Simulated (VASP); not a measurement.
# Ni3Ge (P4/mmm) in VASP: single point with r2SCAN

Aim: the single point of Ni3Ge with r2SCAN.

Program: VASP 6.6.1. These are calculated values, not measurements. Logs are shortened: lines on timing, memory, paths and dates and some standing lists are left out, and cuts for length are marked.

**1. The cell of the first run**

Symmetry: P4/mmm, No. 123, tetragonal system. Conventional cell: a = 3.324 Å, b = 3.324 Å, c = 3.989 Å, α = 90.00°, β = 90.00°, γ = 90.00°. Within 3.1 Å of Ni (site symmetry mmm) lie 8 Ni at 2.35 to 2.60 Å and 4 Ge at 2.60 Å. Within 3.1 Å of Ni (site symmetry 4/mmm) lie 4 Ge at 2.35 Å and 8 Ni at 2.60 Å. Within 3.1 Å of Ge (site symmetry 4/mmm) lie 12 Ni at 2.35 to 2.60 Å.

**2. Single point, r2SCAN**

POSCAR

```
Ni3Ge
1.0
    3.3243197749      0.0000000000      0.0000000000
    0.0000000000      3.3243197749      0.0000000000
    0.0000000000      0.0000000000      3.9891837299
Ni Ge
3 1
Direct
    0.5000000000      0.0000000000      0.5000000000
    0.0000000000      0.5000000000      0.5000000000
    0.5000000000      0.5000000000      0.0000000000
    0.0000000000      0.0000000000      0.0000000000
```

INCAR.step1

```
SYSTEM = Ni3Ge
PREC = Accurate
ENCUT = 520
ISMEAR = 0
SIGMA = 0.15
LREAL = .FALSE.
LASPH = .TRUE.
NELM = 100
NBANDS = 30
GGA = PE
ALGO = Normal
EDIFF = 1E-4
LWAVE = .TRUE.
LCHARG = .FALSE.
```

INCAR.step2

```
SYSTEM = Ni3Ge
PREC = Accurate
ENCUT = 520
EDIFF = 1E-6
ISMEAR = 0
SIGMA = 0.15
LREAL = .FALSE.
LASPH = .TRUE.
NELM = 100
ALGO = Normal
ISIF = 2
LWAVE = .FALSE.
LCHARG = .TRUE.
METAGGA = R2SCAN
LMIXTAU = .TRUE.
LELF = .TRUE.
LVHAR = .TRUE.
NBANDS = 30
ISTART = 1
```

KPOINTS

```
Automatic mesh
0
G
  16 16 16
  0 0 0
```

Potentials or basis: VASP PAW PBE potentials, release 64 (Ni, Ge_d).

The run is started by

```sh
cat potpaw_PBE.64/Ni/POTCAR potpaw_PBE.64/Ge_d/POTCAR > POTCAR
cp INCAR.step1 INCAR
mpirun -np 1 vasp_std > vasp.out
cp INCAR.step2 INCAR
mpirun -np 1 vasp_std > vasp.out
```

OUTCAR:

```text
SYSTEM = Ni3Ge
   PREC = Accurate
   ENCUT = 520
   EDIFF = 1E-6
   ISMEAR = 0
   LREAL = .FALSE.
   LASPH = .TRUE.
   NELM = 100
   ISIF = 2
   METAGGA = R2SCAN
   ISTART = 1

 ion  position               nearest neighbor table
   1  0.500  0.000  0.500-   2 2.35   2 2.35   2 2.35   2 2.35   4 2.60   3 2.60   3 2.60   3 2.60
                             4 2.60   4 2.60   4 2.60   3 2.60
   2  0.000  0.500  0.500-   1 2.35   1 2.35   1 2.35   1 2.35   4 2.60   3 2.60   4 2.60   4 2.60
                             4 2.60   3 2.60   3 2.60   3 2.60
   3  0.500  0.500  0.000-   4 2.35   4 2.35   4 2.35   4 2.35   2 2.60   1 2.60   2 2.60   1 2.60
                             2 2.60   1 2.60   2 2.60   1 2.60
   4  0.000  0.000  0.000-   3 2.35   3 2.35   3 2.35   3 2.35   2 2.60   2 2.60   2 2.60   2 2.60
                             1 2.60   1 2.60   1 2.60   1 2.60

  LATTYP: Found a simple tetragonal cell.
 ALAT       =     3.3243197749
 C/A-ratio  =     1.2000000000

  Lattice vectors:

 A1 = (   3.3243197749,   0.0000000000,   0.0000000000)
 A2 = (   0.0000000000,   3.3243197749,   0.0000000000)
 A3 = (   0.0000000000,   0.0000000000,   3.9891837299)

Analysis of symmetry for initial positions (statically):
=====================================================================
 Subroutine PRICEL returns:
 Original cell was already a primitive cell.

 Routine SETGRP: Setting up the symmetry group for a
 simple tetragonal supercell.

 Subroutine GETGRP returns: Found 16 space group operations
 (whereof 16 operations were pure point group operations)
 out of a pool of 16 trial point group operations.

The static configuration has the point symmetry D_4h.

Analysis of symmetry for dynamics (positions and initial velocities):
=====================================================================
 Subroutine PRICEL returns:
 Original cell was already a primitive cell.

 Routine SETGRP: Setting up the symmetry group for a
 simple tetragonal supercell.

 Subroutine GETGRP returns: Found 16 space group operations
 (whereof 16 operations were pure point group operations)
 out of a pool of 16 trial point group operations.

The dynamic configuration has the point symmetry D_4h.

 Subroutine INISYM returns: Found 16 space group operations
 (whereof 16 operations are pure point group operations),
 and found     1 'primitive' translations

----------------------------------------------------------------------------------------

                                     Primitive cell

  volume of cell :      44.0849

  direct lattice vectors                    reciprocal lattice vectors
     3.324319775  0.000000000  0.000000000     0.300813420  0.000000000  0.000000000
     0.000000000  3.324319775  0.000000000     0.000000000  0.300813420  0.000000000
     0.000000000  0.000000000  3.989183730     0.000000000  0.000000000  0.250677850

  length of vectors
     3.324319775  3.324319775  3.989183730     0.300813420  0.300813420  0.250677850

  position of ions in fractional coordinates (direct lattice)
     0.500000000  0.000000000  0.500000000
     0.000000000  0.500000000  0.500000000
     0.500000000  0.500000000  0.000000000
     0.000000000  0.000000000  0.000000000

  ion indices of the primitive-cell ions
   primitive index   ion index
                 1           1
                 2           2
                 3           3
                 4           4

----------------------------------------------------------------------------------------

 KPOINTS: Automatic mesh

Automatic generation of k-mesh.
 Grid dimensions read from file:
 generate k-points for:   16   16   16

 Generating k-lattice:

  Cartesian coordinates                     Fractional coordinates (reciprocal lattice)
     0.018800839  0.000000000  0.000000000     0.062500000  0.000000000  0.000000000
     0.000000000  0.018800839  0.000000000     0.000000000  0.062500000  0.000000000
     0.000000000  0.000000000  0.015667366     0.000000000  0.000000000  0.062500000

  Length of vectors
     0.018800839  0.018800839  0.015667366

  Shift w.r.t. Gamma in fractional coordinates (k-lattice)
     0.000000000  0.000000000  0.000000000

 Subroutine IBZKPT returns following result:
 ===========================================

 Found    405 irreducible k-points:

 Following reciprocal coordinates:
            Coordinates               Weight
  0.000000  0.000000  0.000000      1.000000
  0.062500  0.000000  0.000000      4.000000
  0.125000  0.000000  0.000000      4.000000
  0.187500  0.000000  0.000000      4.000000
  0.250000  0.000000  0.000000      4.000000
  0.312500  0.000000  0.000000      4.000000
[... 16 lines left out ...]
  0.437500  0.125000  0.000000      8.000000
  0.500000  0.125000  0.000000      4.000000
 [... further k-points ...]
   k-points           NKPTS =    405   k-points in BZ     NKDIM =    405   number of bands    NBANDS=     30
   number of dos      NEDOS =    301   number of ions     NIONS =      4
   total plane-waves  NPLWV =  23520
   dimension x,y,z NGX =    28 NGY =   28 NGZ =   30
   dimension x,y,z NGXF=    56 NGYF=   56 NGZF=   60
   ions per type =               3   1
   NGX,Y,Z   is equivalent  to a cutoff of  14.00, 14.00, 12.50 a.u.
   NGXF,Y,Z  is equivalent  to a cutoff of  28.01, 28.01, 25.00 a.u.
 SYSTEM =  Ni3Ge
   PREC   = accura    normal or accurate (medium, high low for compatibility)
   ISTART =      1    job   : 0-new  1-cont  2-samecut
   ICHARG =      0    charge: 1-file 2-atom 10-const
   ISPIN  =      1    spin polarized calculation?
   LNONCOLLINEAR =      F non collinear calculations
   LSORBIT =      F    spin-orbit coupling
   LASPH  =      T    aspherical Exc in radial PAW
   ENCUT  =  520.0 eV  38.22 Ry    6.18 a.u.   6.18  6.18  7.42*2*pi/ulx,y,z
   NELM   =    100;   NELMIN=  2; NELMDL=  0     # of ELM steps
   EDIFF  = 0.1E-05   stopping-criterion for ELM
   LREAL  =      F    real-space projection
[... 7 lines left out ...]
   TEBEG  =    0.0;   TEEND  =   0.0 temperature during run
   PSTRESS=    0.0 pullay stress
   NELECT =      44.0000    total number of electrons
   NUPDOWN=      -1.0000    fix difference up-down
   EMIN   =  10.00;   EMAX   =-10.00  energy-range for DOS
   EFERMI =   0.00;   METHOD = LEGACY
   ISMEAR =     0;   SIGMA  =   0.15  broadening in eV -4-tet -1-fermi 0-gaus
   EFERMI_NEDOS =   21; number of points for ismear=-14 and -15
   IALGO  =     38    algorithm
   IMIX   =      4    mixing-type and parameters
     AMIX     =   0.40;   BMIX     =  1.00
     AMIX_MAG =   1.60;   BMIX_MAG =  1.00
  volume/ion in A,a.u.               =      11.02        74.37
  Fermi-wavevector in a.u.,A,eV,Ry     =   1.636047  3.091681 36.418043  2.676651
  Thomas-Fermi vector in A             =   2.727419
   LORBIT       =      0    0 simple, 1 ext, 2 COOP (PROOUT), +10 PAW based schemes
   METAGGA = R2SCAN    functional components
   LHFCALC =     F    Hartree Fock is set to
   AEXX    =    0.0000 exact exchange contribution
   IVDW    =     0    specifies the selected vdW correction
   LEPSILON=     F    determine dielectric tensor
   LRPA    =     F    only Hartree local field effects (RPA)
 non-spin polarized calculation
 Gauss-broadening in eV      SIGMA  =   0.15
  energy-cutoff  :      520.00
  volume of cell :       44.08
 maximum number of plane-waves:      1208
 NGX is ok and might be reduce to    28
   NGX = 13   NGY = 13   NGZ = 15

 number of electron      43.9999976 magnetization

 Free energy of the ion-electron system (eV)
  ---------------------------------------------------
  ext. energy  EPLUGINS =         0.00000000
  ---------------------------------------------------
  free energy    TOTEN  =       -50.20586714 eV

  energy without entropy =      -50.18873403  energy(sigma->0) =      -50.19730059

 E-fermi :  10.2681     XC(G=0): -14.7259

 val. band max:       10.2645280550   @ k =   0.1875   0.0000   0.2500
 cond. band min:      10.2718164970   @ k =   0.1250   0.1250   0.2500
 fundamental gap:      0.0072884420
 Fermi energy:        10.2680524532

 k-point     1 :       0.0000    0.0000    0.0000
  band No.  band energies     occupation
      1     -15.3299      2.00000
      2     -15.3274      2.00000
      3     -15.3101      2.00000
      4     -15.2818      2.00000
      5     -15.2818      2.00000
      6      -2.9741      2.00000
[... 22 lines left out ...]
     29      21.1724      0.00000
     30      21.1724      0.00000

 k-point     2 :       0.0625    0.0000    0.0000
  band No.  band energies     occupation
      1     -15.3284      2.00000
      2     -15.3273      2.00000
      3     -15.3094      2.00000
      4     -15.2822      2.00000
      5     -15.2817      2.00000
      6      -2.9201      2.00000
[... 22 lines left out ...]
     29      20.9137      0.00000
     30      21.2512      0.00000

 k-point     3 :       0.1250    0.0000    0.0000
  band No.  band energies     occupation
      1     -15.3270      2.00000
      2     -15.3247      2.00000
      3     -15.3071      2.00000
      4     -15.2834      2.00000
      5     -15.2815      2.00000
      6      -2.7590      2.00000
[... 22 lines left out ...]
     29      20.3941      0.00000
     30      21.4495      0.00000

 k-point     4 :       0.1875    0.0000    0.0000
  band No.  band energies     occupation
      1     -15.3265      2.00000
      2     -15.3202      2.00000
      3     -15.3025      2.00000
      4     -15.2852      2.00000
      5     -15.2811      2.00000
      6      -2.4944      2.00000
[... 22 lines left out ...]
     29      21.1190      0.00000
     30      21.5753      0.00000

 k-point     5 :       0.2500    0.0000    0.0000
  band No.  band energies     occupation
      1     -15.3259      2.00000
      2     -15.3163      2.00000
      3     -15.2957      2.00000
      4     -15.2873      2.00000
      5     -15.2806      2.00000
      6      -2.1338      2.00000
[... 22 lines left out ...]
     29      21.1473      0.00000
     30      22.6754      0.00000
[... 526 lines left out ...]
     29      19.9068      0.00000
     30      21.9973      0.00000

 k-point    22 :       0.3750    0.1250    0.0000
  band No.  band energies     occupation
      1     -15.3281      2.00000
      2     -15.3055      2.00000
      3     -15.2910      2.00000
      4     -15.2816      2.00000
      5     -15.2799      2.00000
      6      -1.0234      2.00000
[... 22 lines left out ...]
     29      20.0815      0.00000
     30      22.5064      0.00000

 k-point    23 :       0.4375    0.1250    0.0000
  band No.  band energies     occupation
      1     -15.3281      2.00000
      2     -15.3046      2.00000
      3     -15.2922      2.00000
      4     -15.2814      2.00000
      5     -15.2750      2.00000
      6      -0.5915      2.00000
[... 22 lines left out ...]
     29      20.2351      0.00000
     30      22.9719      0.00000

 k-point    24 :       0.5000    0.1250    0.0000
  band No.  band energies     occupation
      1     -15.3282      2.00000
      2     -15.3044      2.00000
      3     -15.2926      2.00000
      4     -15.2813      2.00000
      5     -15.2732      2.00000
      6      -0.3958      2.00000
[... 22 lines left out ...]
     29      20.2976      0.00000
     30      23.1831      0.00000

 [... further k-points ...]
[... 5 lines left out ...]
  --------------------------------------------------------------------------------------
  -------------------------------------------------------------------------------------
  Total        4.4258798      4.4258798     -5.2433444      0.0000000      0.0000000      0.0000000
  in kB      160.8498190    160.8498190   -190.5589458      0.0000000      0.0000000      0.0000000
  external PRESSURE =      43.7135640 kB  Pullay stress =       0.0000000 kB

 VOLUME and BASIS-vectors are now :
 -----------------------------------------------------------------------------
  energy-cutoff  :      520.00
  volume of cell :       44.08
      direct lattice vectors                 reciprocal lattice vectors
     3.324319775  0.000000000  0.000000000     0.300813420  0.000000000  0.000000000
     0.000000000  3.324319775  0.000000000     0.000000000  0.300813420  0.000000000
     0.000000000  0.000000000  3.989183730     0.000000000  0.000000000  0.250677850

 POSITION                                       TOTAL-FORCE (eV/Angst)
 -----------------------------------------------------------------------------------
      1.66216      0.00000      1.99459         0.000000      0.000000      0.000000
      0.00000      1.66216      1.99459         0.000000      0.000000      0.000000
      1.66216      1.66216      0.00000         0.000000      0.000000      0.000000
      0.00000      0.00000      0.00000         0.000000      0.000000      0.000000
 -----------------------------------------------------------------------------------
    total drift:                                0.000000      0.000000      0.000000

  FREE ENERGIE OF THE ION-ELECTRON SYSTEM (eV)
  ---------------------------------------------------
  free  energy   TOTEN  =       -50.2058671441 eV

  energy  without entropy=      -50.1887340340  energy(sigma->0) =      -50.19730059
```

Wall time 14 min (1 thread of Intel Xeon 6975P-C (Granite Rapids), shared host); peak memory 0.54 GiB.

Results:

| Property | Result |
| --- | --- |
| Free energy | -50.2059 eV |
| Pressure | 4.4 GPa |
| Band gap on the k mesh | zero (bands 22 and 23 overlap by 0.86 eV) |

Caveat: the stress differs along the axes, from -19 to 16 GPa; the PAW data sets were made with another functional, which shifts forces and pressure a little. Spin polarisation is off, so any magnetic state and its effect on volume and gap are missing.
